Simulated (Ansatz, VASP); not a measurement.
**Two plane-wave programs on SnO2**

```xyz
18
Lattice="-5.0691 5.0691 5.0691 5.0691 -5.0691 5.0691 5.0691 5.0691 -5.0691" Properties=species:S:1:pos:R:3 pbc="T T T"
Sn    0.0000    5.0691    2.5346
Sn    5.0691    0.0000    2.5346
Sn    2.5346    5.0691    0.0000
Sn    0.0000    2.5346    5.0691
Sn    2.5346    0.0000    5.0691
Sn    5.0691    2.5346    0.0000
O     1.4323    5.8406    1.4323
O     0.7715    3.6368    3.6368
O    -1.4323    4.2976    1.4323
O     4.2976    1.4323   -1.4323
O     1.4323    4.2976   -1.4323
O     4.2976   -1.4323    1.4323
O     3.6368    0.7715    3.6368
O     5.8406    1.4323    1.4323
O    -1.4323    1.4323    4.2976
O     3.6368    3.6368    0.7715
O     1.4323    1.4323    5.8406
O     1.4323   -1.4323    4.2976
```

Alike in both runs: functional PBE; k mesh 4 × 4 × 4; occupations gaussian, width 0.02 eV; no spin polarisation.

Ansatz relaxed the structure, and its values are those at the end. VASP's run is a single point on that final structure, the one shown.

```csv
,VASP,Ansatz
version,VASP 6.6.1,Ansatz 0.2.0
potentials or method,"VASP PAW PBE potentials, release 64 (Sn_d, O), cutoff 520 eV","scalar-relativistic, plane waves, PAW"
valence electrons in the cell,156,156
```

```tsv
	VASP	Ansatz	Ansatz less VASP
gap on the k mesh at the Fermi level (eV)	2.33	2.35	+0.023
least direct gap on the mesh (eV)	2.36	2.38	+0.023
pressure (GPa)	0.2	0.0	-0.20
rms of the force components (eV/Å)	0.020	0.002	-0.0180
```

With one functional, cell and mesh, what is left measures potentials, basis and numerics.
